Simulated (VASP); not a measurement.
# Pb (I4/mmm) in VASP: further runs

Runs on Pb. Level: PBEsol. Tasks: single point.

Everything below comes from runs of VASP 6.6.1. Logs are shortened: lines on timing, memory, paths and dates and some standing lists are left out, and cuts for length are marked.

## Step 1: The cell of the first run

The structure is tetragonal, space group I4/mmm (No. 139). The conventional cell has a = 3.761 Å, b = 3.761 Å, c = 3.860 Å, α = 90.00°, β = 90.00°, γ = 90.00°. Pb (site symmetry 4/mmm) has 14 Pb at 3.29 to 3.86 Å within 4.3 Å.

## Step 2: Single point, PBEsol (strain -0.050 along x and y, -0.025 along z)

The input, INCAR:

```
PREC     = Accurate       # precision mode
ENCUT    = 520            # plane-wave cutoff, eV
EDIFF    = 1E-6           # SCF threshold, eV
ISMEAR   = 0              # smearing method
SIGMA    = 0.15           # smearing width, eV
LREAL    = False          # projectors in reciprocal space
LASPH    = True           # aspherical terms in the spheres
NELM     = 60             # most SCF steps
ALGO     = Fast           # electronic algorithm
ISIF     = 2              # what is computed and relaxed
LWAVE    = False          # write WAVECAR
LCHARG   = False          # write CHGCAR
GGA      = PS             # functional
NBANDS   = 13             # bands
```

The input, KPOINTS:

```
Automatic mesh
0
Gamma
  18 18 18
```

The input, POSCAR:

```
Pb
1.0
   -1.8806765884      1.8806765884      1.9301680775
    1.8806765884     -1.8806765884      1.9301680775
    1.8806765884      1.8806765884     -1.9301680775
Pb
1
Direct
    0.0000000000      0.0000000000      0.0000000000
```

Potentials or basis: VASP PAW PBE potentials, release 64 (Pb_d).

Run with:

```
cat potpaw_PBE.64/Pb_d/POTCAR > POTCAR
mpirun -np 1 vasp_std > vasp.out
```

OUTCAR:

```text
PREC = Accurate
   ENCUT = 520
   EDIFF = 1E-6
   ISMEAR = 0
   LREAL = False
   LASPH = True
   NELM = 60
   ISIF = 2
   GGA = PS

 ion  position               nearest neighbor table
   1  0.000  0.000  0.000-

  LATTYP: Found a body centered tetragonal cell.
 ALAT       =     3.7613531768
 C/A-ratio  =     1.0263157894

  Lattice vectors:

 A1 = (  -1.8806765884,   1.8806765884,   1.9301680775)
 A2 = (   1.8806765884,  -1.8806765884,   1.9301680775)
 A3 = (   1.8806765884,   1.8806765884,  -1.9301680775)

Analysis of symmetry for initial positions (statically):
=====================================================================
 Subroutine PRICEL returns:
 Original cell was already a primitive cell.

 Routine SETGRP: Setting up the symmetry group for a
 body centered tetragonal supercell.

 Subroutine GETGRP returns: Found 16 space group operations
 (whereof 16 operations were pure point group operations)
 out of a pool of 16 trial point group operations.

The static configuration has the point symmetry D_4h.

Analysis of symmetry for dynamics (positions and initial velocities):
=====================================================================
 Subroutine PRICEL returns:
 Original cell was already a primitive cell.

 Routine SETGRP: Setting up the symmetry group for a
 body centered tetragonal supercell.

 Subroutine GETGRP returns: Found 16 space group operations
 (whereof 16 operations were pure point group operations)
 out of a pool of 16 trial point group operations.

The dynamic configuration has the point symmetry D_4h.

 Subroutine INISYM returns: Found 16 space group operations
 (whereof 16 operations are pure point group operations),
 and found     1 'primitive' translations

----------------------------------------------------------------------------------------

                                     Primitive cell

  volume of cell :      27.3076

  direct lattice vectors                    reciprocal lattice vectors
    -1.880676588  1.880676588  1.930168078     0.000000000  0.265861766  0.259044798
     1.880676588 -1.880676588  1.930168078     0.265861766  0.000000000  0.259044798
     1.880676588  1.880676588 -1.930168078     0.265861766  0.265861766  0.000000000

  length of vectors
     3.286249788  3.286249788  3.286249788     0.371196291  0.371196291  0.375985316

  position of ions in fractional coordinates (direct lattice)
     0.000000000  0.000000000  0.000000000

  ion indices of the primitive-cell ions
   primitive index   ion index
                 1           1

----------------------------------------------------------------------------------------

 KPOINTS: Automatic mesh

Automatic generation of k-mesh.
 Grid dimensions read from file:
 generate k-points for:   18   18   18

 Generating k-lattice:

  Cartesian coordinates                     Fractional coordinates (reciprocal lattice)
     0.000000000  0.014770098  0.014391378     0.055555556  0.000000000  0.000000000
     0.014770098  0.000000000  0.014391378     0.000000000  0.055555556  0.000000000
     0.014770098  0.014770098  0.000000000     0.000000000  0.000000000  0.055555556

  Length of vectors
     0.020622016  0.020622016  0.020888073

  Shift w.r.t. Gamma in fractional coordinates (k-lattice)
     0.000000000  0.000000000  0.000000000

 Subroutine IBZKPT returns following result:
 ===========================================

 Found    480 irreducible k-points:

 Following reciprocal coordinates:
            Coordinates               Weight
  0.000000  0.000000  0.000000      1.000000
  0.055556  0.000000 -0.000000      8.000000
  0.111111  0.000000 -0.000000      8.000000
  0.166667  0.000000  0.000000      8.000000
  0.222222  0.000000  0.000000      8.000000
  0.277778  0.000000  0.000000      8.000000
[... 16 lines left out ...]
 -0.277778  0.055556  0.000000     16.000000
 -0.222222  0.055556  0.000000     16.000000
 [... further k-points ...]
   k-points           NKPTS =    480   k-points in BZ     NKDIM =    480   number of bands    NBANDS=     13
   number of dos      NEDOS =    301   number of ions     NIONS =      1
   total plane-waves  NPLWV =  13824
   dimension x,y,z NGX =    24 NGY =   24 NGZ =   24
   dimension x,y,z NGXF=    48 NGYF=   48 NGZF=   48
   ions per type =               1
   NGX,Y,Z   is equivalent  to a cutoff of  12.14, 12.14, 12.14 a.u.
   NGXF,Y,Z  is equivalent  to a cutoff of  24.28, 24.28, 24.28 a.u.
 SYSTEM =  unknown system
   PREC   = accura    normal or accurate (medium, high low for compatibility)
   ISTART =      0    job   : 0-new  1-cont  2-samecut
   ICHARG =      2    charge: 1-file 2-atom 10-const
   ISPIN  =      1    spin polarized calculation?
   LNONCOLLINEAR =      F non collinear calculations
   LSORBIT =      F    spin-orbit coupling
   LASPH  =      T    aspherical Exc in radial PAW
   ENCUT  =  520.0 eV  38.22 Ry    6.18 a.u.   6.11  6.11  6.11*2*pi/ulx,y,z
   NELM   =     60;   NELMIN=  2; NELMDL= -5     # of ELM steps
   EDIFF  = 0.1E-05   stopping-criterion for ELM
   LREAL  =      F    real-space projection
   EDIFFG = 0.1E-04   stopping-criterion for IOM
   NSW    =      0    number of steps for IOM
   IBRION =     -1    ionic relax: 0-MD 1-quasi-New 2-CG
   NFREE  =      0    steps in history (QN), initial steepest desc. (CG)
   ISIF   =      2    stress and relaxation
   ISYM   =      2    0-nonsym 1-usesym 2-fastsym
   POTIM  = 0.5000    time-step for ionic-motion
   TEBEG  =    0.0;   TEEND  =   0.0 temperature during run
   PSTRESS=    0.0 pullay stress
   NELECT =      14.0000    total number of electrons
   NUPDOWN=      -1.0000    fix difference up-down
   EMIN   =  10.00;   EMAX   =-10.00  energy-range for DOS
   EFERMI =   0.00;   METHOD = LEGACY
   ISMEAR =     0;   SIGMA  =   0.15  broadening in eV -4-tet -1-fermi 0-gaus
   EFERMI_NEDOS =   21; number of points for ismear=-14 and -15
   IALGO  =     68    algorithm
   IMIX   =      4    mixing-type and parameters
     AMIX     =   0.40;   BMIX     =  1.00
     AMIX_MAG =   1.60;   BMIX_MAG =  1.00
  volume/ion in A,a.u.               =      27.31       184.28
  Fermi-wavevector in a.u.,A,eV,Ry     =   1.310257  2.476026 23.358110  1.716773
  Thomas-Fermi vector in A             =   2.440799
   LORBIT       =      0    0 simple, 1 ext, 2 COOP (PROOUT), +10 PAW based schemes
   GGA     = PS    functional components
   LHFCALC =     F    Hartree Fock is set to
   AEXX    =    0.0000 exact exchange contribution
   IVDW    =     0    specifies the selected vdW correction
   LEPSILON=     F    determine dielectric tensor
   LRPA    =     F    only Hartree local field effects (RPA)
 non-spin polarized calculation
 RMM-DIIS sequential band-by-band and
 Gauss-broadening in eV      SIGMA  =   0.15
  energy-cutoff  :      520.00
  volume of cell :       27.31
 maximum number of plane-waves:       748
   NGX = 13   NGY = 13   NGZ = 13

 number of electron      13.9999996 magnetization

 Free energy of the ion-electron system (eV)
  ---------------------------------------------------
  ext. energy  EPLUGINS =         0.00000000
  ---------------------------------------------------
  free energy    TOTEN  =        -3.92461954 eV

  energy without entropy =       -3.91953062  energy(sigma->0) =       -3.92207508

 E-fermi :   8.3239     XC(G=0): -10.8586

 val. band max:        8.3164748504   @ k =  -0.3333   0.3333   0.2778
 cond. band min:       8.3474678420   @ k =  -0.3889   0.5000   0.3889
 fundamental gap:      0.0309929916
 Fermi energy:         8.3239110256

 k-point     1 :       0.0000    0.0000    0.0000
  band No.  band energies     occupation
      1      -8.8323      2.00000
      2      -8.8323      2.00000
      3      -8.8104      2.00000
      4      -8.5152      2.00000
      5      -8.4911      2.00000
      6      -4.1988      2.00000
      7      16.8397      0.00000
      8      17.0091      0.00000
      9      17.0091      0.00000
     10      19.3685      0.00000
     11      19.7228      0.00000
     12      19.7228      0.00000
     13      21.8602      0.00000

 k-point     2 :       0.0556    0.0000   -0.0000
  band No.  band energies     occupation
      1      -8.8297      2.00000
      2      -8.8281      2.00000
      3      -8.8018      2.00000
      4      -8.5182      2.00000
      5      -8.4927      2.00000
      6      -4.1295      2.00000
      7      16.1095      0.00000
      8      16.7491      0.00000
      9      16.8282      0.00000
     10      19.1093      0.00000
     11      19.5469      0.00000
     12      19.6035      0.00000
     13      22.2219      0.00000

 k-point     3 :       0.1111    0.0000   -0.0000
  band No.  band energies     occupation
      1      -8.8363      2.00000
      2      -8.8170      2.00000
      3      -8.7626      2.00000
      4      -8.5272      2.00000
      5      -8.4963      2.00000
      6      -3.9207      2.00000
      7      14.3989      0.00000
      8      16.1050      0.00000
      9      16.5096      0.00000
     10      18.6020      0.00000
     11      19.3225      0.00000
     12      19.4437      0.00000
     13      22.4645      0.00000
[... 305 lines left out ...]
 k-point    23 :      -0.2778    0.0556    0.0000
  band No.  band energies     occupation
      1      -8.8754      2.00000
      2      -8.7978      2.00000
      3      -8.5686      2.00000
      4      -8.5549      2.00000
      5      -8.5037      2.00000
      6      -2.7216      2.00000
      7       9.5911      0.00000
      8      13.6835      0.00000
      9      14.8995      0.00000
     10      17.8660      0.00000
     11      18.9531      0.00000
     12      19.8813      0.00000
     13      23.3202      0.00000

 k-point    24 :      -0.2222    0.0556    0.0000
  band No.  band energies     occupation
      1      -8.8561      2.00000
      2      -8.8029      2.00000
      3      -8.6511      2.00000
      4      -8.5456      2.00000
      5      -8.5026      2.00000
      6      -3.2831      2.00000
      7      11.4397      0.00000
      8      14.4852      0.00000
      9      15.4309      0.00000
     10      18.2525      0.00000
     11      19.0739      0.00000
     12      19.5849      0.00000
     13      23.0804      0.00000

 [... further k-points ...]

------------------------ aborting loop because EDIFF is reached ----------------------------------------

  FORCE on cell =-STRESS in cart. coord.  units (eV):
  Direction    XX          YY          ZZ          XY          YZ          ZX
  --------------------------------------------------------------------------------------
  -------------------------------------------------------------------------------------
  Total        0.8597736      0.8597736      0.9619155      0.0000000     -0.0000000      0.0000000
  in kB       50.4442088     50.4442088     56.4370271      0.0000000     -0.0000000      0.0000000
  external PRESSURE =      52.4418149 kB  Pullay stress =       0.0000000 kB

 VOLUME and BASIS-vectors are now :
 -----------------------------------------------------------------------------
  energy-cutoff  :      520.00
  volume of cell :       27.31
      direct lattice vectors                 reciprocal lattice vectors
    -1.880676588  1.880676588  1.930168078     0.000000000  0.265861766  0.259044798
     1.880676588 -1.880676588  1.930168078     0.265861766  0.000000000  0.259044798
     1.880676588  1.880676588 -1.930168078     0.265861766  0.265861766  0.000000000

 POSITION                                       TOTAL-FORCE (eV/Angst)
 -----------------------------------------------------------------------------------
      0.00000      0.00000      0.00000        -0.000000      0.000000      0.000000
 -----------------------------------------------------------------------------------
    total drift:                                0.000000      0.000000      0.000000

  FREE ENERGIE OF THE ION-ELECTRON SYSTEM (eV)
  ---------------------------------------------------
  free  energy   TOTEN  =        -3.9246195423 eV

  energy  without entropy=       -3.9195306165  energy(sigma->0) =       -3.92207508
```

Run time: 3.2 min. Hardware: 1 thread of Intel Xeon 8259CL, shared host; peak memory 0.27 GiB.

Results:

- Free energy: -3.9246 eV
- Pressure: 5.2 GPa
- Band gap on the k mesh: zero (bands 7 and 8 overlap by 10.85 eV)

Levels at points of the mesh, in eV from the Fermi level:
| k point | band 3 | band 4 | band 5 | band 6 | band 7 | band 8 | band 9 | band 10 | band 11 | band 12 |
| --- | --- | --- | --- | --- | --- | --- | --- | --- | --- | --- |
| (0.00, 0.00, 0.00) | -17.13 | -16.84 | -16.82 | -12.52 | 8.52 | 8.69 | 8.69 | 11.04 | 11.40 | 11.40 |
| (0.50, 0.00, 0.00) | -16.86 | -16.83 | -16.63 | -7.98 | -4.61 | 3.93 | 5.63 | 8.37 | 9.63 | 14.36 |
| (0.50, 0.50, 0.00) | -16.83 | -16.83 | -16.62 | -7.84 | -4.54 | 3.59 | 5.18 | 7.95 | 9.22 | 15.41 |
| (0.50, 0.50, 0.50) | -16.68 | -16.67 | -16.67 | -4.66 | -0.82 | -0.33 | -0.33 | 4.60 | 4.87 | 16.97 |

Caveat: the cell differs from its parent crystal (strain -0.050 along x and y, -0.025 along z); the cell stands under pressure; the PAW data sets were made with another functional, which shifts forces and pressure a little; spin-orbit coupling is left out, which moves the levels of the heavy elements.

## Step 3: Single point, PBEsol (strain -0.050 along x and y, +0.000 along z)

The input, INCAR:

```
ALGO     = Fast           # electronic algorithm
EDIFF    = 1E-6           # SCF threshold, eV
ENCUT    = 520            # plane-wave cutoff, eV
GGA      = PS             # functional
ISIF     = 2              # what is computed and relaxed
ISMEAR   = 0              # smearing method
LASPH    = True           # aspherical terms in the spheres
LCHARG   = False          # write CHGCAR
LREAL    = False          # projectors in reciprocal space
LWAVE    = False          # write WAVECAR
NBANDS   = 13             # bands
NELM     = 100            # most SCF steps
PREC     = Accurate       # precision mode
SIGMA    = 0.15           # smearing width, eV
```

The input, KPOINTS:

```
k-points
0
Gamma
  18 18 18
```

The input, POSCAR:

```
Pb
1.0
   -1.8806765884      1.8806765884      1.9796595667
    1.8806765884     -1.8806765884      1.9796595667
    1.8806765884      1.8806765884     -1.9796595667
Pb
1
Direct
    0.0000000000      0.0000000000      0.0000000000
```

Potentials or basis: VASP PAW PBE potentials, release 64 (Pb_d).

Run with:

```
cat potpaw_PBE.64/Pb_d/POTCAR > POTCAR
mpirun -np 1 vasp_std > vasp.out
```

OUTCAR:

```text
EDIFF = 1E-6
   ENCUT = 520
   GGA = PS
   ISIF = 2
   ISMEAR = 0
   LASPH = True
   LREAL = False
   NELM = 100
   PREC = Accurate

 ion  position               nearest neighbor table
   1  0.000  0.000  0.000-

  LATTYP: Found a body centered tetragonal cell.
 ALAT       =     3.7613531768
 C/A-ratio  =     1.0526315789

  Lattice vectors:

 A1 = (  -1.8806765884,   1.8806765884,   1.9796595667)
 A2 = (   1.8806765884,  -1.8806765884,   1.9796595667)
 A3 = (   1.8806765884,   1.8806765884,  -1.9796595667)
[... 564 lines left out ...]
     13      22.4954      0.00000

 [... further k-points ...]

------------------------ aborting loop because EDIFF is reached ----------------------------------------

  FORCE on cell =-STRESS in cart. coord.  units (eV):
  Direction    XX          YY          ZZ          XY          YZ          ZX
  --------------------------------------------------------------------------------------
  -------------------------------------------------------------------------------------
  Total        0.5843394      0.5843394      0.7101207      0.0000000      0.0000000      0.0000000
  in kB       33.4269685     33.4269685     40.6222518      0.0000000      0.0000000      0.0000000
  external PRESSURE =      35.8253963 kB  Pullay stress =       0.0000000 kB

 VOLUME and BASIS-vectors are now :
 -----------------------------------------------------------------------------
  energy-cutoff  :      520.00
  volume of cell :       28.01
      direct lattice vectors                 reciprocal lattice vectors
    -1.880676588  1.880676588  1.979659567     0.000000000  0.265861766  0.252568678
     1.880676588 -1.880676588  1.979659567     0.265861766  0.000000000  0.252568678
     1.880676588  1.880676588 -1.979659567     0.265861766  0.265861766  0.000000000

 POSITION                                       TOTAL-FORCE (eV/Angst)
 -----------------------------------------------------------------------------------
      0.00000      0.00000      0.00000         0.000000     -0.000000      0.000000
 -----------------------------------------------------------------------------------
    total drift:                               -0.000000     -0.000000     -0.000000

  FREE ENERGIE OF THE ION-ELECTRON SYSTEM (eV)
  ---------------------------------------------------
  free  energy   TOTEN  =        -3.9459492687 eV

  energy  without entropy=       -3.9404827711  energy(sigma->0) =       -3.94321602
```

stdout:

```text
POSCAR found type information on POSCAR Pb
 POSCAR found :  1 types and       1 ions
 scaLAPACK will be used
 -----------------------------------------------------------------------------
|                                                                             |
|                                                                             |
|     You enforced a specific xc type in the INCAR file but a different       |
|     I HOPE YOU KNOW WHAT YOU ARE DOING!                                     |
|                                                                             |
 -----------------------------------------------------------------------------

 LDA part: xc-table for (Slater+PW92), standard interpolation
 POSCAR, INCAR and KPOINTS ok, starting setup
 FFT: planning ... GRIDC
 FFT: planning ... GRID_SOFT
 FFT: planning ... GRID
 WAVECAR not read
 entering main loop
WARNING in EDDRMM: call to ZHEGV failed, returncode =   8  4     12
WARNING in EDDRMM: call to ZHEGV failed, returncode =   6  3     12
WARNING in EDDRMM: call to ZHEGV failed, returncode =   8  4     12
```

It took 5.8 min on 1 thread of Intel Xeon 8259CL, shared host; peak memory 0.29 GiB.

What came out:

* Free energy: -3.9459 eV
* Pressure: 3.6 GPa
* Band gap on the k mesh: zero (bands 7 and 8 overlap by 10.42 eV)

Levels at points of the mesh, in eV from the Fermi level:
```tsv
k point	band 3	band 4	band 5	band 6	band 7	band 8	band 9	band 10	band 11	band 12
(0.00, 0.00, 0.00)	-17.08	-16.83	-16.79	-12.32	8.19	8.46	8.46	10.84	11.55	11.55
(0.50, 0.00, 0.00)	-16.86	-16.81	-16.63	-8.00	-4.49	3.97	5.70	8.36	9.65	13.58
(0.50, 0.50, 0.00)	-16.80	-16.80	-16.61	-7.72	-4.34	3.33	4.84	7.56	8.86	15.65
(0.50, 0.50, 0.50)	-16.68	-16.66	-16.66	-4.82	-1.07	-0.13	-0.13	4.50	4.97	16.90
```

Caveat: the cell differs from its parent crystal (strain -0.050 along x and y, +0.000 along z); the cell stands under pressure; the PAW data sets were made with another functional, which shifts forces and pressure a little; spin-orbit coupling is left out, which moves the levels of the heavy elements.

The gap in the log of VASP goes by the Fermi energy; the results here count the filled bands.